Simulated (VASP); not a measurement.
# Pd (P6/mmm) in VASP: further runs, part 2 of 2

VASP 6.6.1. Earlier steps stand in the parts before.

### 5 Relaxation of cell and atoms, PBE, target pressure 150 GPa, at which the enthalpy is minimised

This run uses another cell than the first one: it holds 3 atoms, not 1.

INCAR reads:

```
SYSTEM = Pd
PREC = Accurate ; ENCUT = 600
EDIFF = 1E-6 ; ISMEAR = -1
SIGMA = 0.05 ; LREAL = .FALSE.
LASPH = .TRUE. ; NELM = 100
ALGO = Normal ; ISIF = 3
LWAVE = .FALSE. ; LCHARG = .FALSE.
GGA = PE ; IBRION = 2
NSW = 32 ; EDIFFG = -0.005
PSTRESS = 1500.0
```

KPOINTS reads:

```
regular mesh
0
G
  9 9 13
  0 0 0
```

POSCAR reads:

```
Pd
1.0
    3.9967740026      0.0000000000      0.0000000000
   -1.9983870013      3.4613078195      0.0000000000
    0.0000000000      0.0000000000      2.3728982332
Pd
3
Direct
    0.0000000000      0.0000000000      0.0000000000
    0.3333333333      0.6666666667      0.5000000000
    0.6666666667      0.3333333333      0.5000000000
```

Potentials or basis: VASP PAW PBE potentials, release 64 (Pd).

Command:

```sh
$ cat potpaw_PBE.64/Pd/POTCAR > POTCAR
$ mpirun -np 1 vasp_std > vasp.out
```

OUTCAR:

```text
SYSTEM = Pd
   PREC = Accurate
   ENCUT = 600
   EDIFF = 1E-6
   ISMEAR = -1
   LREAL = .FALSE.
   LASPH = .TRUE.
   NELM = 100
   ISIF = 3
   GGA = PE
   IBRION = 2
   NSW = 32
   EDIFFG = -0.005
   PSTRESS = 1500.0

 ion  position               nearest neighbor table
   1  0.000  0.000  0.000-   2 2.59   3 2.59   2 2.59   3 2.59   3 2.59   3 2.59   2 2.59   2 2.59
                             3 2.59   3 2.59   2 2.59   2 2.59
   2  0.333  0.667  0.500-   3 2.31   3 2.31   3 2.31   1 2.59   1 2.59   1 2.59   1 2.59   1 2.59
                             1 2.59   3 3.31   3 3.31   3 3.31   3 3.31   3 3.31   3 3.31
   3  0.667  0.333  0.500-   2 2.31   2 2.31   2 2.31   1 2.59   1 2.59   1 2.59   1 2.59   1 2.59
                             1 2.59   2 3.31   2 3.31   2 3.31   2 3.31   2 3.31   2 3.31

  LATTYP: Found a hexagonal cell.
[... 419 lines left out ...]

 number of electron      29.9999997 magnetization

 Free energy of the ion-electron system (eV)
  ---------------------------------------------------
  ext. energy  EPLUGINS =         0.00000000
  ---------------------------------------------------
  free energy    TOTEN  =       -10.77600819 eV

  energy without entropy =      -10.73756519  energy(sigma->0) =      -10.75678669

 E-fermi :  15.8314     XC(G=0): -15.1242

 val. band max:       15.8217402769   @ k =   0.3333   0.0000   0.0000
 cond. band min:      15.8362628439   @ k =   0.4444   0.0000   0.3077
 fundamental gap:      0.0145225670
 Fermi energy:        15.8314358747

 k-point     1 :       0.0000    0.0000    0.0000
  band No.  band energies     occupation
      1       6.1241      2.00000
      2       7.5778      2.00000
      3      10.1091      2.00000
      4      10.6090      2.00000
      5      10.6741      2.00000
      6      10.6741      2.00000
[... 505 lines left out ...]
      6      10.1047      2.00000
[... 11 lines left out ...]
     18      16.0468      0.02659
     19      30.0968      0.00000

 [... further k-points ...]
[... 5 lines left out ...]
  --------------------------------------------------------------------------------------
  -------------------------------------------------------------------------------------
  Total       30.6926373     30.6926373     30.6909474      0.0000000     -0.0000000      0.0000000
  in kB     1499.6469791   1499.6469792   1499.5644067      0.0000000     -0.0000000      0.0000000
  external PRESSURE =      -0.3805450 kB  Pullay stress =    1500.0000000 kB
[... 22 lines left out ...]
  energy  without entropy=      -10.7375651902  energy(sigma->0) =      -10.75678669

  enthalpy is  TOTEN    =        19.9238542707 eV   P V=       30.6998624626

 reached required accuracy - stopping structural energy minimisation
```

CONTCAR:

```text
Pd
   1.00000000000000
     3.9945919568359232    0.0000000000000000    0.0000000000000000
    -1.9972959784179616    3.4594181124671368    0.0000000000000000
     0.0000000000000000    0.0000000000000000    2.3729045824128185
  Pd
     3
Direct
     0.0000000000000000    0.0000000000000000    0.0000000000000000
     0.3333333332999970    0.6666666667000030    0.5000000000000000
     0.6666666667000030    0.3333333332999970    0.5000000000000000

  0.00000000E+00  0.00000000E+00  0.00000000E+00
  0.00000000E+00  0.00000000E+00  0.00000000E+00
  0.00000000E+00  0.00000000E+00  0.00000000E+00
```

Wall time 2.5 min (1 thread of AMD EPYC 7R13 (Zen 3), shared host); peak memory 0.17 GiB.

Results:

```
Free energy                                                : -10.7760 eV
Relaxed volume                                             : 10.93 Å³/atom
Relaxed cell                                               : a = 3.995 Å, b = 3.995 Å, c = 2.373 Å, α = 90.00°, β = 90.00°, γ = 120.00°
Space group after relaxing (to 0.1 Å)                      : P6/mmm (No. 191)
Energy change on relaxing (the run minimises the enthalpy) : +11.1 meV/atom
Ionic steps                                                : 7
Pressure after relaxing                                    : 150.0 GPa
Band gap on the k mesh                                     : zero (bands 15 and 16 overlap by 1.56 eV)
```

Step by step:
| step | energy change (eV) | largest force (eV/Å) | pressure (GPa) | volume (Å³) |
| --- | --- | --- | --- | --- |
| 1 | 0.0000 | 0.0000 | 149.08 | 32.83 |
| 2 | 0.2836 | 0.0000 | 156.52 | 32.53 |
| 3 | 0.0365 | 0.0000 | 150.05 | 32.79 |
| 4 | 0.0358 | 0.0000 | 150.05 | 32.79 |
| 5 | 0.0348 | 0.0000 | 150.03 | 32.79 |
| 6 | 0.0312 | 0.0000 | 149.93 | 32.79 |
| 7 | 0.0333 | 0.0000 | 149.96 | 32.79 |

Final structure:
```xyz
3
Lattice="3.9946 0.0000 0.0000 -1.9973 3.4594 0.0000 0.0000 0.0000 2.3729" Properties=species:S:1:pos:R:3 pbc="T T T"
Pd    0.0000    0.0000    0.0000
Pd    0.0000    2.3063    1.1865
Pd    1.9973    1.1531    1.1865
```

Caveat: the cell is relaxed towards a set pressure, so the run minimises the enthalpy, not the energy.

### 6 Summary

| cell | k mesh | gap on the mesh (eV) | pressure (GPa) |
| --- | --- | --- | --- |
| relaxed to 150 GPa from a = 2.383, b = 2.383, c = 2.240 Å, angles 90.0, 90.0, 120.0°, 1 atom, atomic positions A | 18 × 18 × 17 | none | 150.0 |
| relaxed to 150 GPa from a = 2.385, b = 2.385, c = 2.302 Å, angles 90.0, 90.0, 120.0°, 1 atom, atomic positions A | 18 × 18 × 17 | none | 150.0 |
| relaxed to 150 GPa from a = 3.923, b = 3.923, c = 2.432 Å, angles 90.0, 90.0, 120.0°, 3 atoms, atomic positions B | 9 × 9 × 13 | none | 149.9 |
| relaxed to 150 GPa from a = 3.997, b = 3.997, c = 2.373 Å, angles 90.0, 90.0, 120.0°, 3 atoms, atomic positions B | 9 × 9 × 13 | none | 150.0 |

Alike in all rows: task relaxation of cell and atoms; level PBE; potentials or basis VASP PAW PBE potentials, release 64 (Pd); no spin polarisation; cutoff (eV) 600; smearing fermi-dirac 0.05 eV.

Caveats: the cell is relaxed towards a set pressure, so the run minimises the enthalpy, not the energy.

Total energies depend on the potentials used, so only differences within one code and one set of settings carry meaning.
